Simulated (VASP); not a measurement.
# MoS2 (P6_3/mmc) in VASP: further runs, part 2 of 3

VASP 6.6.1. Earlier steps stand in the parts before.

**4. Single point, PBEsol**

This run uses another cell than the first one, of the same volume but with other edges.

Contents of INCAR:

```
SYSTEM = MoS2
PREC = Accurate
ENCUT = 520
EDIFF = 1E-6
ISMEAR = 1
SIGMA = 0.0566
LREAL = .False.
LASPH = .True.
NELM = 80
ALGO = Normal
ISIF = 2
LWAVE = .False.
LCHARG = .False.
GGA = PS
NBANDS = 35
```

Contents of KPOINTS:

```
regular mesh
0
Gamma
  12 12 2
  0 0 0
```

Contents of POSCAR:

```
MoS2
1.0
    3.2045000000      0.0000000000      0.0000000000
   -1.6022500000      2.7751784064      0.0000000000
    0.0000000000      0.0000000000     12.0675000000
Mo S
2 4
Direct
    0.3333333333      0.6666666667      0.2500000000
    0.6666666667      0.3333333333      0.7500000000
    0.3333333333      0.6666666667      0.6259932117
    0.6666666667      0.3333333333      0.1259932117
    0.3333333333      0.6666666667      0.8740067883
    0.6666666667      0.3333333333      0.3740067883
```

Potentials or basis: VASP PAW PBE potentials, release 64 (Mo_sv, S).

Command:

```
> cat potpaw_PBE.64/Mo_sv/POTCAR potpaw_PBE.64/S/POTCAR > POTCAR
> mpirun -np 1 vasp_std > vasp.out
```

OUTCAR:

```text
SYSTEM = MoS2
   PREC = Accurate
   ENCUT = 520
   EDIFF = 1E-6
   ISMEAR = 1
   LREAL = .False.
   LASPH = .True.
   NELM = 80
   ISIF = 2
   GGA = PS

 ion  position               nearest neighbor table
   1  0.333  0.667  0.250-   4 2.38   6 2.38   4 2.38   6 2.38   4 2.38   6 2.38
   2  0.667  0.333  0.750-   3 2.38   5 2.38   3 2.38   5 2.38   3 2.38   5 2.38
   3  0.333  0.667  0.626-   2 2.38   2 2.38   2 2.38
   4  0.667  0.333  0.126-   1 2.38   1 2.38   1 2.38
   5  0.333  0.667  0.874-   2 2.38   2 2.38   2 2.38
   6  0.667  0.333  0.374-   1 2.38   1 2.38   1 2.38

  LATTYP: Found a hexagonal cell.
 ALAT       =     3.2045000000
 C/A-ratio  =     3.7657980964

  Lattice vectors:

 A1 = (   3.2045000000,   0.0000000000,   0.0000000000)
 A2 = (  -1.6022500000,   2.7751784064,   0.0000000000)
 A3 = (   0.0000000000,   0.0000000000,  12.0675000000)

Analysis of symmetry for initial positions (statically):
=====================================================================
 Subroutine PRICEL returns:
 Original cell was already a primitive cell.

 Routine SETGRP: Setting up the symmetry group for a
 hexagonal supercell.

 Subroutine GETGRP returns: Found 24 space group operations
 (whereof 12 operations were pure point group operations)
 out of a pool of 24 trial point group operations.

The static configuration has the point symmetry D_3d.
 The point group associated with its full space group is D_6h.

Analysis of symmetry for dynamics (positions and initial velocities):
=====================================================================
 Subroutine PRICEL returns:
 Original cell was already a primitive cell.

 Routine SETGRP: Setting up the symmetry group for a
 hexagonal supercell.

 Subroutine GETGRP returns: Found 24 space group operations
 (whereof 12 operations were pure point group operations)
 out of a pool of 24 trial point group operations.

The dynamic configuration has the point symmetry D_3d.
 The point group associated with its full space group is D_6h.

 Subroutine INISYM returns: Found 24 space group operations
 (whereof 12 operations are pure point group operations),
 and found     1 'primitive' translations

----------------------------------------------------------------------------------------

                                     Primitive cell

  volume of cell :     107.3170

  direct lattice vectors                    reciprocal lattice vectors
     3.204500000  0.000000000  0.000000000     0.312061164  0.180168597  0.000000000
    -1.602250000  2.775178406  0.000000000     0.000000000  0.360337194  0.000000000
     0.000000000  0.000000000 12.067500000     0.000000000  0.000000000  0.082867205

  length of vectors
     3.204500000  3.204500000 12.067500000     0.360337194  0.360337194  0.082867205

  position of ions in fractional coordinates (direct lattice)
     0.333333333  0.666666667  0.250000000
     0.666666667  0.333333333  0.750000000
     0.333333333  0.666666667  0.625993212
     0.666666667  0.333333333  0.125993212
     0.333333333  0.666666667  0.874006788
     0.666666667  0.333333333  0.374006788

  ion indices of the primitive-cell ions
   primitive index   ion index
[... 26 lines left out ...]
     0.000000000  0.000000000  0.000000000

 Subroutine IBZKPT returns following result:
 ===========================================

 Found     38 irreducible k-points:

 Following reciprocal coordinates:
            Coordinates               Weight
  0.000000  0.000000  0.000000      1.000000
  0.083333  0.000000  0.000000      6.000000
  0.166667  0.000000  0.000000      6.000000
  0.250000  0.000000  0.000000      6.000000
  0.333333 -0.000000  0.000000      6.000000
  0.416667  0.000000  0.000000      6.000000
[... 16 lines left out ...]
  0.250000  0.000000  0.500000      6.000000
  0.333333 -0.000000  0.500000      6.000000
 [... further k-points ...]
   k-points           NKPTS =     38   k-points in BZ     NKDIM =     38   number of bands    NBANDS=     35
   number of dos      NEDOS =    301   number of ions     NIONS =      6
   total plane-waves  NPLWV =  51840
   dimension x,y,z NGX =    24 NGY =   24 NGZ =   90
   dimension x,y,z NGXF=    48 NGYF=   48 NGZF=  180
   ions per type =               2   4
   NGX,Y,Z   is equivalent  to a cutoff of  12.45, 12.45, 12.40 a.u.
   NGXF,Y,Z  is equivalent  to a cutoff of  24.90, 24.90, 24.80 a.u.
 SYSTEM =  MoS2
   PREC   = accura    normal or accurate (medium, high low for compatibility)
   ISTART =      0    job   : 0-new  1-cont  2-samecut
   ICHARG =      2    charge: 1-file 2-atom 10-const
   ISPIN  =      1    spin polarized calculation?
   LNONCOLLINEAR =      F non collinear calculations
   LSORBIT =      F    spin-orbit coupling
   LASPH  =      T    aspherical Exc in radial PAW
   ENCUT  =  520.0 eV  38.22 Ry    6.18 a.u.   5.96  5.96 22.44*2*pi/ulx,y,z
   NELM   =     80;   NELMIN=  2; NELMDL= -5     # of ELM steps
   EDIFF  = 0.1E-05   stopping-criterion for ELM
   LREAL  =      F    real-space projection
   EDIFFG = 0.1E-04   stopping-criterion for IOM
   NSW    =      0    number of steps for IOM
   IBRION =     -1    ionic relax: 0-MD 1-quasi-New 2-CG
   NFREE  =      0    steps in history (QN), initial steepest desc. (CG)
   ISIF   =      2    stress and relaxation
   ISYM   =      2    0-nonsym 1-usesym 2-fastsym
   POTIM  = 0.5000    time-step for ionic-motion
   TEBEG  =    0.0;   TEEND  =   0.0 temperature during run
   PSTRESS=    0.0 pullay stress
   NELECT =      52.0000    total number of electrons
   NUPDOWN=      -1.0000    fix difference up-down
   EMIN   =  10.00;   EMAX   =-10.00  energy-range for DOS
   EFERMI =   0.00;   METHOD = LEGACY
   ISMEAR =     1;   SIGMA  =   0.06  broadening in eV -4-tet -1-fermi 0-gaus
   EFERMI_NEDOS =   21; number of points for ismear=-14 and -15
   IALGO  =     38    algorithm
   IMIX   =      4    mixing-type and parameters
     AMIX     =   0.40;   BMIX     =  1.00
     AMIX_MAG =   1.60;   BMIX_MAG =  1.00
  volume/ion in A,a.u.               =      17.89       120.70
  Fermi-wavevector in a.u.,A,eV,Ry     =   1.285839  2.429883 22.495612  1.653381
  Thomas-Fermi vector in A             =   2.417949
   LORBIT       =      0    0 simple, 1 ext, 2 COOP (PROOUT), +10 PAW based schemes
   GGA     = PS    functional components
   LHFCALC =     F    Hartree Fock is set to
   AEXX    =    0.0000 exact exchange contribution
   IVDW    =     0    specifies the selected vdW correction
   LEPSILON=     F    determine dielectric tensor
   LRPA    =     F    only Hartree local field effects (RPA)
 non-spin polarized calculation
 Methfessel and Paxton  Order N= 1 SIGMA  =   0.06
  energy-cutoff  :      520.00
  volume of cell :      107.32
 maximum number of plane-waves:      2922
 NGX is ok and might be reduce to    24

 number of electron      52.0000004 magnetization

 Free energy of the ion-electron system (eV)
  ---------------------------------------------------
  ext. energy  EPLUGINS =         0.00000000
  ---------------------------------------------------
  free energy    TOTEN  =       -46.76126965 eV

  energy without entropy =      -46.76136080  energy(sigma->0) =      -46.76130003

 E-fermi :   8.0609     XC(G=0): -10.9491

 val. band max:        7.7006378474   @ k =   0.0000   0.0000   0.0000
 cond. band min:       8.1085167042   @ k =   0.3333   0.3333   0.0000
 fundamental gap:      0.4078788568
 Fermi energy:         8.0608714723

 k-point     1 :       0.0000    0.0000    0.0000
  band No.  band energies     occupation
      1     -54.0310      2.00000
      2     -54.0310      2.00000
      3     -28.2094      2.00000
      4     -28.2093      2.00000
      5     -28.0390      2.00000
      6     -28.0390      2.00000
[... 901 lines left out ...]
     34      10.9778      0.00000
     35      14.0855      0.00000

 [... further k-points ...]
[... 5 lines left out ...]
  --------------------------------------------------------------------------------------
  -------------------------------------------------------------------------------------
  Total       -1.7907030     -1.7907030      5.2714534      0.0000000     -0.0000000      0.0000000
  in kB      -26.7341046    -26.7341046     78.6995883      0.0000000     -0.0000000      0.0000000
  external PRESSURE =       8.4104597 kB  Pullay stress =       0.0000000 kB

 VOLUME and BASIS-vectors are now :
 -----------------------------------------------------------------------------
  energy-cutoff  :      520.00
  volume of cell :      107.32
      direct lattice vectors                 reciprocal lattice vectors
     3.204500000  0.000000000  0.000000000     0.312061164  0.180168597  0.000000000
    -1.602250000  2.775178406  0.000000000     0.000000000  0.360337194  0.000000000
     0.000000000  0.000000000 12.067500000     0.000000000  0.000000000  0.082867205

 POSITION                                       TOTAL-FORCE (eV/Angst)
 -----------------------------------------------------------------------------------
     -0.00000      1.85012      3.01688        -0.000000      0.000000     -0.000000
      1.60225      0.92506      9.05063         0.000000     -0.000000     -0.000000
     -0.00000      1.85012      7.55417        -0.000000     -0.000000     -0.805791
      1.60225      0.92506      1.52042        -0.000000      0.000000     -0.805791
     -0.00000      1.85012     10.54708         0.000000     -0.000000      0.805791
      1.60225      0.92506      4.51333        -0.000000      0.000000      0.805791
 -----------------------------------------------------------------------------------
    total drift:                               -0.000000      0.000000     -0.000000

  FREE ENERGIE OF THE ION-ELECTRON SYSTEM (eV)
  ---------------------------------------------------
  free  energy   TOTEN  =       -46.7612696459 eV

  energy  without entropy=      -46.7613608018  energy(sigma->0) =      -46.76130003
```

OSZICAR:

```text
N       E                     dE             d eps       ncg     rms          rms(c)
DAV:   1     0.435918717364E+03    0.43592E+03   -0.29311E+04  2940   0.141E+03
DAV:   2    -0.260369914978E+02   -0.46196E+03   -0.44618E+03  3117   0.365E+02
DAV:   3    -0.492390377213E+02   -0.23202E+02   -0.22761E+02  3333   0.741E+01
DAV:   4    -0.497239381166E+02   -0.48490E+00   -0.48308E+00  3134   0.105E+01
DAV:   5    -0.497328169899E+02   -0.88789E-02   -0.88771E-02  3185   0.146E+00    0.370E+01
DAV:   6    -0.474205665461E+02    0.23123E+01   -0.12209E+01  2907   0.222E+01    0.126E+01
DAV:   7    -0.470659086715E+02    0.35466E+00   -0.45335E+00  2843   0.135E+01    0.839E+00
DAV:   8    -0.467616690752E+02    0.30424E+00   -0.72178E-01  2884   0.569E+00    0.280E+00
DAV:   9    -0.467669970451E+02   -0.53280E-02   -0.81041E-02  3112   0.140E+00    0.117E+00
DAV:  10    -0.467614873853E+02    0.55097E-02   -0.27352E-02  2890   0.110E+00    0.401E-01
DAV:  11    -0.467614237803E+02    0.63605E-04   -0.14198E-03  2935   0.214E-01    0.191E-01
DAV:  12    -0.467612637575E+02    0.16002E-03   -0.43189E-04  2925   0.118E-01    0.887E-02
DAV:  13    -0.467612673846E+02   -0.36271E-05   -0.10349E-04  3107   0.475E-02    0.111E-02
DAV:  14    -0.467612692925E+02   -0.19079E-05   -0.78056E-06  2584   0.139E-02    0.171E-02
DAV:  15    -0.467612696459E+02   -0.35339E-06   -0.16390E-06  2335   0.709E-03
   1 F= -.46761270E+02 E0= -.46761300E+02  d E =0.911560E-04
```

Run time: 94 s. Hardware: 1 thread of Intel Xeon Platinum 8259CL at 2.50GHz (Skylake/Cascade Lake), shared host; peak memory 0.28 GiB.

What came out:

```
Free energy            : -46.7613 eV
Pressure               : 0.8 GPa
Largest force          : 0.806 eV/Å
Band gap on the k mesh : 0.41 eV (least direct gap 1.44 eV)
```

Forces in eV/Å, atoms in the order of the input:
```
Mo   0.000  0.000  0.000
Mo   0.000  0.000  0.000
S    0.000  0.000 -0.806
S    0.000  0.000 -0.806
S    0.000  0.000  0.806
S    0.000  0.000  0.806
```

Caveat: the PAW data sets were made with another functional, which shifts forces and pressure a little; this functional lacks dispersion, which binds the layers, so the pressure and a relaxed spacing across them are unreliable.

**5. Single point, PBEsol**

This run uses another cell than the first one, of the same volume but with other edges.

Contents of INCAR:

```
SYSTEM = MoS2
ALGO = Normal
EDIFF = 1E-6
ENCUT = 520
GGA = PS
ISIF = 2
ISMEAR = 1
LASPH = .TRUE.
LCHARG = .FALSE.
LREAL = .FALSE.
LWAVE = .FALSE.
NBANDS = 35
NELM = 100
PREC = Accurate
SIGMA = 0.175
```

Contents of KPOINTS:

```
k-points
0
G
  12 12 2
  0 0 0
```

POSCAR, as its differences from that of step 4:

```diff
@@ -2,5 +2,5 @@
 1.0
-    3.2045000000      0.0000000000      0.0000000000
-   -1.6022500000      2.7751784064      0.0000000000
-    0.0000000000      0.0000000000     12.0675000000
+    3.0788000000      0.0000000000      0.0000000000
+   -1.5394000000      2.6663190132      0.0000000000
+    0.0000000000      0.0000000000     13.0731000000
 Mo S
```

Command:

```
> cat potpaw_PBE.64/Mo_sv/POTCAR potpaw_PBE.64/S/POTCAR > POTCAR
> mpirun -np 1 vasp_std > vasp.out
```

It took 98 s on 1 thread of Intel Xeon Platinum 8259CL at 2.50GHz (Skylake/Cascade Lake), shared host; peak memory 0.28 GiB.

It converged, with:

```
Free energy            : -46.7648 eV
Pressure               : -0.4 GPa
Largest force          : 0.729 eV/Å
Band gap on the k mesh : 1.24 eV (least direct gap 2.06 eV)
```

Forces on the atoms (eV/Å):
```
Mo   0.000  0.000  0.000
Mo   0.000  0.000  0.000
S    0.000  0.000  0.729
S    0.000  0.000  0.729
S    0.000  0.000 -0.729
S    0.000  0.000 -0.729
```

Stress tensor (GPa, compression positive):
```
 3.23  0.00  0.00
 0.00  3.23  0.00
 0.00  0.00 -7.51
```

Levels at points of the mesh, in eV from the valence-band top:
| k point | band 24 | band 25 | band 26 | band 27 | band 28 | band 29 |
| --- | --- | --- | --- | --- | --- | --- |
| (0.00, 0.00, 0.00) | -1.22 | -1.06 | 0.00 | 2.90 | 2.90 | 2.92 |
| (0.50, 0.00, 0.00) | -0.87 | -0.79 | -0.67 | 2.57 | 2.59 | 2.72 |
| (0.00, 0.00, 0.50) | -1.23 | -0.30 | -0.30 | 2.91 | 2.91 | 2.91 |
| (0.50, 0.00, 0.50) | -0.86 | -0.73 | -0.73 | 2.58 | 2.58 | 2.88 |

Caveat: the PAW data sets were made with another functional, which shifts forces and pressure a little; this functional lacks dispersion, which binds the layers, so the pressure and a relaxed spacing across them are unreliable.

[end of part 2 of 3]
